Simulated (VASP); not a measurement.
# Be in VASP: a series of runs

Runs on Be. Level: PBE. Tasks: single point.

All numbers are computed with VASP 6.6.1; they aren't measurements. Logs are shortened: lines on timing, memory, paths and dates and some standing lists are left out, and cuts for length are marked.

### Step 1. The cell of the first run

The typed cell holds 4 atoms: a = 2.398 Å, b = 3.592 Å, c = 3.657 Å, α = 90.00°, β = 90.00°, γ = 90.00°.

### Step 2. Single point, PBE

INCAR reads:

```
  PREC = Accurate
  ENCUT = 520
  EDIFF = 1E-7
  ISMEAR = 0
  SIGMA = 0.1
  LREAL = False
  LASPH = True
  NELM = 80
  ALGO = Normal
  ISIF = 2
  LWAVE = False
  LCHARG = False
  GGA = PE
  NBANDS = 12
```

KPOINTS reads:

```
Automatic mesh
0
Gamma
  10 6 6
```

POSCAR reads:

```
Be
1.0
    2.3984925701      0.0000000000      0.0000000000
    0.0000000000      3.5920249215      0.0000000000
    0.0000000000      0.0000000000      3.6572572610
Be
4
Direct
    0.7499231694      0.7500459890      0.7499156142
    0.2500768306      0.2499540110      0.7499156142
    0.2499231694      0.7499540110      0.2500843858
    0.7500768306      0.2500459890      0.2500843858
```

Potentials or basis: VASP PAW PBE potentials, release 64 (Be).

Run with:

```console
cat potpaw_PBE.64/Be/POTCAR > POTCAR
mpirun -np 1 vasp_std > vasp.out
```

OUTCAR:

```text
PREC = Accurate
   ENCUT = 520
   EDIFF = 1E-7
   ISMEAR = 0
   LREAL = False
   LASPH = True
   NELM = 80
   ISIF = 2
   GGA = PE

 ion  position               nearest neighbor table
   1  0.750  0.750  0.750-   2 2.16   2 2.16   2 2.16   2 2.16   3 2.19   3 2.19   3 2.19   3 2.19

   2  0.250  0.250  0.750-   1 2.16   1 2.16   1 2.16   1 2.16   4 2.19   4 2.19   4 2.19   4 2.19

   3  0.250  0.750  0.250-   4 2.16   4 2.16   4 2.16   4 2.16   1 2.19   1 2.19   1 2.19   1 2.19

   4  0.750  0.250  0.250-   3 2.16   3 2.16   3 2.16   3 2.16   2 2.19   2 2.19   2 2.19   2 2.19

  LATTYP: Found a simple orthorhombic cell.
 ALAT       =     2.3984925701
 B/A-ratio  =     1.4976176980
 C/A-ratio  =     1.5248149219

  Lattice vectors:

 A1 = (   2.3984925701,   0.0000000000,   0.0000000000)
 A2 = (   0.0000000000,   3.5920249215,   0.0000000000)
 A3 = (   0.0000000000,   0.0000000000,   3.6572572610)

Analysis of symmetry for initial positions (statically):
=====================================================================
 Subroutine PRICEL returns:
 Original cell was already a primitive cell.

 Routine SETGRP: Setting up the symmetry group for a
 simple orthorhombic supercell.

 Subroutine GETGRP returns: Found  4 space group operations
 (whereof  2 operations were pure point group operations)
 out of a pool of  8 trial point group operations.

The static configuration has the point symmetry C_2 .
 The point group associated with its full space group is D_2 .

Analysis of symmetry for dynamics (positions and initial velocities):
=====================================================================
 Subroutine PRICEL returns:
 Original cell was already a primitive cell.

 Routine SETGRP: Setting up the symmetry group for a
 simple orthorhombic supercell.

 Subroutine GETGRP returns: Found  4 space group operations
 (whereof  2 operations were pure point group operations)
 out of a pool of  8 trial point group operations.

The dynamic configuration has the point symmetry C_2 .
 The point group associated with its full space group is D_2 .

 Subroutine INISYM returns: Found  4 space group operations
 (whereof  2 operations are pure point group operations),
 and found     1 'primitive' translations

----------------------------------------------------------------------------------------

                                     Primitive cell

  volume of cell :      31.5089

  direct lattice vectors                    reciprocal lattice vectors
     2.398492570  0.000000000  0.000000000     0.416928538  0.000000000  0.000000000
     0.000000000  3.592024922  0.000000000     0.000000000  0.278394505  0.000000000
     0.000000000  0.000000000  3.657257261     0.000000000  0.000000000  0.273428947

  length of vectors
     2.398492570  3.592024922  3.657257261     0.416928538  0.278394505  0.273428947

  position of ions in fractional coordinates (direct lattice)
     0.749923169  0.750045989  0.749915614
     0.250076831  0.249954011  0.749915614
     0.249923169  0.749954011  0.250084386
     0.750076831  0.250045989  0.250084386

  ion indices of the primitive-cell ions
   primitive index   ion index
                 1           1
                 2           2
                 3           3
                 4           4

----------------------------------------------------------------------------------------

 KPOINTS: Automatic mesh

Automatic generation of k-mesh.
 Grid dimensions read from file:
 generate k-points for:   10    6    6

 Generating k-lattice:

  Cartesian coordinates                     Fractional coordinates (reciprocal lattice)
     0.041692854  0.000000000  0.000000000     0.100000000  0.000000000  0.000000000
     0.000000000  0.046399084  0.000000000     0.000000000  0.166666667  0.000000000
     0.000000000  0.000000000  0.045571491     0.000000000  0.000000000  0.166666667

  Length of vectors
     0.041692854  0.046399084  0.045571491

  Shift w.r.t. Gamma in fractional coordinates (k-lattice)
     0.000000000  0.000000000  0.000000000

 Subroutine IBZKPT returns following result:
 ===========================================

 Found     96 irreducible k-points:

 Following reciprocal coordinates:
            Coordinates               Weight
  0.000000  0.000000  0.000000      1.000000
  0.100000  0.000000  0.000000      2.000000
  0.200000  0.000000  0.000000      2.000000
  0.300000  0.000000  0.000000      2.000000
  0.400000  0.000000  0.000000      2.000000
  0.500000  0.000000  0.000000      1.000000
[... 16 lines left out ...]
  0.400000  0.500000  0.000000      2.000000
  0.500000  0.500000  0.000000      1.000000
 [... further k-points ...]
   k-points           NKPTS =     96   k-points in BZ     NKDIM =     96   number of bands    NBANDS=     12
   number of dos      NEDOS =    301   number of ions     NIONS =      4
   total plane-waves  NPLWV =  14112
   dimension x,y,z NGX =    18 NGY =   28 NGZ =   28
   dimension x,y,z NGXF=    36 NGYF=   56 NGZF=   56
   ions per type =               4
   NGX,Y,Z   is equivalent  to a cutoff of  12.48, 12.96, 12.73 a.u.
   NGXF,Y,Z  is equivalent  to a cutoff of  24.95, 25.92, 25.46 a.u.
 SYSTEM =  unknown system
   PREC   = accura    normal or accurate (medium, high low for compatibility)
   ISTART =      0    job   : 0-new  1-cont  2-samecut
   ICHARG =      2    charge: 1-file 2-atom 10-const
   ISPIN  =      1    spin polarized calculation?
   LNONCOLLINEAR =      F non collinear calculations
   LSORBIT =      F    spin-orbit coupling
   LASPH  =      T    aspherical Exc in radial PAW
   ENCUT  =  520.0 eV  38.22 Ry    6.18 a.u.   4.46  6.68  6.80*2*pi/ulx,y,z
   NELM   =     80;   NELMIN=  2; NELMDL= -5     # of ELM steps
   EDIFF  = 0.1E-06   stopping-criterion for ELM
   LREAL  =      F    real-space projection
   EDIFFG = 0.1E-05   stopping-criterion for IOM
   NSW    =      0    number of steps for IOM
   IBRION =     -1    ionic relax: 0-MD 1-quasi-New 2-CG
   NFREE  =      0    steps in history (QN), initial steepest desc. (CG)
   ISIF   =      2    stress and relaxation
   ISYM   =      2    0-nonsym 1-usesym 2-fastsym
   POTIM  = 0.5000    time-step for ionic-motion
   TEBEG  =    0.0;   TEEND  =   0.0 temperature during run
   PSTRESS=    0.0 pullay stress
   NELECT =       8.0000    total number of electrons
   NUPDOWN=      -1.0000    fix difference up-down
   EMIN   =  10.00;   EMAX   =-10.00  energy-range for DOS
   EFERMI =   0.00;   METHOD = LEGACY
   ISMEAR =     0;   SIGMA  =   0.10  broadening in eV -4-tet -1-fermi 0-gaus
   EFERMI_NEDOS =   21; number of points for ismear=-14 and -15
   IALGO  =     38    algorithm
   IMIX   =      4    mixing-type and parameters
     AMIX     =   0.40;   BMIX     =  1.00
     AMIX_MAG =   1.60;   BMIX_MAG =  1.00
  volume/ion in A,a.u.               =       7.88        53.16
  Fermi-wavevector in a.u.,A,eV,Ry     =   1.036638  1.958962 14.621067  1.074618
  Thomas-Fermi vector in A             =   2.171038
   LORBIT       =      0    0 simple, 1 ext, 2 COOP (PROOUT), +10 PAW based schemes
   GGA     = PE    functional components
   LHFCALC =     F    Hartree Fock is set to
   AEXX    =    0.0000 exact exchange contribution
   IVDW    =     0    specifies the selected vdW correction
   LEPSILON=     F    determine dielectric tensor
   LRPA    =     F    only Hartree local field effects (RPA)
 non-spin polarized calculation
 Gauss-broadening in eV      SIGMA  =   0.10
  energy-cutoff  :      520.00
  volume of cell :       31.51
 maximum number of plane-waves:       876
 NGX is ok and might be reduce to    18
   NGX =  9   NGY = 13   NGZ = 13

 number of electron       8.0000000 magnetization

 Free energy of the ion-electron system (eV)
  ---------------------------------------------------
  ext. energy  EPLUGINS =         0.00000000
  ---------------------------------------------------
  free energy    TOTEN  =       -14.64064277 eV

  energy without entropy =      -14.63599929  energy(sigma->0) =      -14.63832103

 E-fermi :   7.6770     XC(G=0): -10.6238

 val. band max:        7.6759714750   @ k =   0.2000   0.0000   0.0000
 cond. band min:       7.6836245307   @ k =   0.2000   0.1667   0.0000
 fundamental gap:      0.0076530557
 Fermi energy:         7.6769995707

 k-point     1 :       0.0000    0.0000    0.0000
  band No.  band energies     occupation
      1      -4.3168      2.00000
      2       2.2539      2.00000
      3       2.4892      2.00000
      4       7.5028      1.98622
      5       7.9525      0.00010
      6      10.9060      0.00000
      7      11.1684      0.00000
      8      13.6917      0.00000
      9      16.9322      0.00000
     10      18.2863      0.00000
     11      21.0294      0.00000
     12      21.4679      0.00000

 k-point     2 :       0.1000    0.0000    0.0000
  band No.  band energies     occupation
      1      -4.1253      2.00000
      2       2.5092      2.00000
      3       2.7445      2.00000
      4       7.5482      1.93145
      5       7.9854      0.00001
      6      11.1516      0.00000
      7      11.4130      0.00000
      8      11.5161      0.00000
      9      17.1933      0.00000
     10      20.4681      0.00000
     11      20.5002      0.00000
     12      20.9026      0.00000

 k-point     3 :       0.2000    0.0000    0.0000
  band No.  band energies     occupation
      1      -3.5492      2.00000
      2       3.2748      2.00000
      3       3.5100      2.00000
      4       7.6760      1.01160
      5       8.0712      0.00000
      6       8.2993      0.00000
      7      11.8863      0.00000
      8      12.1443      0.00000
      9      17.9765      0.00000
     10      18.2331      0.00000
     11      18.4732      0.00000
     12      19.2481      0.00000
[... 286 lines left out ...]
 k-point    23 :       0.4000    0.5000    0.0000
  band No.  band energies     occupation
      1       0.8565      2.00000
      2       0.8565      2.00000
      3       4.4154      2.00000
      4       4.4154      2.00000
      5       9.0678      0.00000
      6       9.0678      0.00000
      7      13.7882      0.00000
      8      13.7882      0.00000
      9      14.0412      0.00000
     10      14.0412      0.00000
     11      16.4226      0.00000
     12      16.4226      0.00000

 k-point    24 :       0.5000    0.5000    0.0000
  band No.  band energies     occupation
      1       2.5075      2.00000
      2       2.5075      2.00000
      3       2.5075      2.00000
      4       2.5075      2.00000
      5      11.3204      0.00000
      6      11.3204      0.00000
      7      11.3204      0.00000
      8      11.3204      0.00000
      9      14.9576      0.00000
     10      14.9576      0.00000
     11      14.9576      0.00000
     12      14.9576      0.00000

 [... further k-points ...]

------------------------ aborting loop because EDIFF is reached ----------------------------------------

  FORCE on cell =-STRESS in cart. coord.  units (eV):
  Direction    XX          YY          ZZ          XY          YZ          ZX
  --------------------------------------------------------------------------------------
  -------------------------------------------------------------------------------------
  Total        0.0192729     -0.0315879      0.0698330      0.0000000      0.0000000      0.0000000
  in kB        0.9799976     -1.6061921      3.5508975      0.0000000      0.0000000      0.0000000
  external PRESSURE =       0.9749010 kB  Pullay stress =       0.0000000 kB

 VOLUME and BASIS-vectors are now :
 -----------------------------------------------------------------------------
  energy-cutoff  :      520.00
  volume of cell :       31.51
      direct lattice vectors                 reciprocal lattice vectors
     2.398492570  0.000000000  0.000000000     0.416928538  0.000000000  0.000000000
     0.000000000  3.592024922  0.000000000     0.000000000  0.278394505  0.000000000
     0.000000000  0.000000000  3.657257261     0.000000000  0.000000000  0.273428947

 POSITION                                       TOTAL-FORCE (eV/Angst)
 -----------------------------------------------------------------------------------
      1.79869      2.69418      2.74263         0.002152     -0.002468      0.004345
      0.59981      0.89784      2.74263        -0.002152      0.002468      0.004345
      0.59944      2.69385      0.91462         0.002152      0.002468     -0.004345
      1.79905      0.89817      0.91462        -0.002152     -0.002468     -0.004345
 -----------------------------------------------------------------------------------
    total drift:                               -0.000000      0.000000      0.000000

  FREE ENERGIE OF THE ION-ELECTRON SYSTEM (eV)
  ---------------------------------------------------
  free  energy   TOTEN  =       -14.6406427716 eV

  energy  without entropy=      -14.6359992896  energy(sigma->0) =      -14.63832103
```

Wall time 17 s (1 thread of AMD EPYC 9R45 (Zen 5), shared host); peak memory 0.11 GiB.

Results:

```yaml
Free_energy: -14.6406 eV
Pressure: 0.1 GPa
Largest_force: 0.005 eV/Å
Band_gap_on_the_k_mesh: zero (band 4 reaches 8.19 eV, above the bottom of band 5 at 7.04 eV)
```

Forces on the atoms (eV/Å):
```
Be   0.002 -0.002  0.004
Be  -0.002  0.002  0.004
Be   0.002  0.002 -0.004
Be  -0.002 -0.002 -0.004
```

### Step 3. Single point, PBE

This run uses another cell than the first one, of 7.82 Å³/atom, 0.992 times its volume.

INCAR reads:

```
SYSTEM = Be
ALGO = Fast
EDIFF = 1E-7
ENCUT = 520
GGA = PE
ISIF = 2
ISMEAR = 0
LASPH = .True.
LCHARG = .False.
LREAL = .False.
LWAVE = .False.
NBANDS = 12
NELM = 60
PREC = Accurate
SIGMA = 0.1
```

KPOINTS reads:

```
k-points
0
Gamma
  14 10 10
  0 0 0
```

POSCAR reads:

```
Be
1.0
    2.4966972529      0.0000000000      0.0000000000
    0.0000000000      3.5385488382      0.0000000000
    0.0000000000      0.0000000000      3.5386912335
Be
4
Direct
    0.7499993393      0.7499999139      0.7499924475
    0.2500006607      0.2500000861      0.7499924475
    0.2499993393      0.7500000861      0.2500075525
    0.7500006607      0.2499999139      0.2500075525
```

Potentials or basis: VASP PAW PBE potentials, release 64 (Be).

Run with:

```console
cat potpaw_PBE.64/Be/POTCAR > POTCAR
mpirun -np 1 vasp_std > vasp.out
```

Wall time 63 s (1 thread of AMD EPYC 9R45 (Zen 5), shared host); peak memory 0.16 GiB.

Results (log left out):

| Property | Result |
| --- | --- |
| Free energy | -14.6777 eV |
| Pressure | 0.2 GPa |
| Band gap on the k mesh | zero (band 4 reaches 9.13 eV, above the bottom of band 5 at 6.76 eV) |

Levels at points of the mesh, in eV from the Fermi level:
| k point | band 1 | band 2 | band 3 | band 4 | band 5 | band 6 | band 7 | band 8 |
| --- | --- | --- | --- | --- | --- | --- | --- | --- |
| (0.00, 0.00, 0.00) | -12.30 | -5.28 | -5.28 | 0.35 | 0.35 | 3.93 | 3.93 | 4.02 |
| (0.50, 0.00, 0.00) | -7.81 | -7.81 | 0.57 | 0.57 | 0.58 | 0.58 | 0.59 | 0.59 |
| (0.00, 0.50, 0.00) | -10.11 | -10.11 | -2.42 | -2.42 | 1.36 | 1.36 | 6.77 | 6.77 |
| (0.50, 0.50, 0.00) | -5.74 | -5.74 | -5.74 | -5.74 | 3.39 | 3.39 | 3.39 | 3.39 |
| (0.00, 0.00, 0.50) | -10.11 | -10.11 | -2.42 | -2.42 | 1.36 | 1.36 | 6.77 | 6.77 |
| (0.50, 0.00, 0.50) | -5.74 | -5.74 | -5.74 | -5.74 | 3.39 | 3.39 | 3.39 | 3.39 |
| (0.00, 0.50, 0.50) | -7.83 | -7.83 | -7.83 | -7.83 | 9.41 | 9.41 | 9.42 | 9.42 |
| (0.50, 0.50, 0.50) | -5.26 | -5.26 | -5.26 | -5.26 | 0.38 | 0.38 | 0.38 | 0.38 |
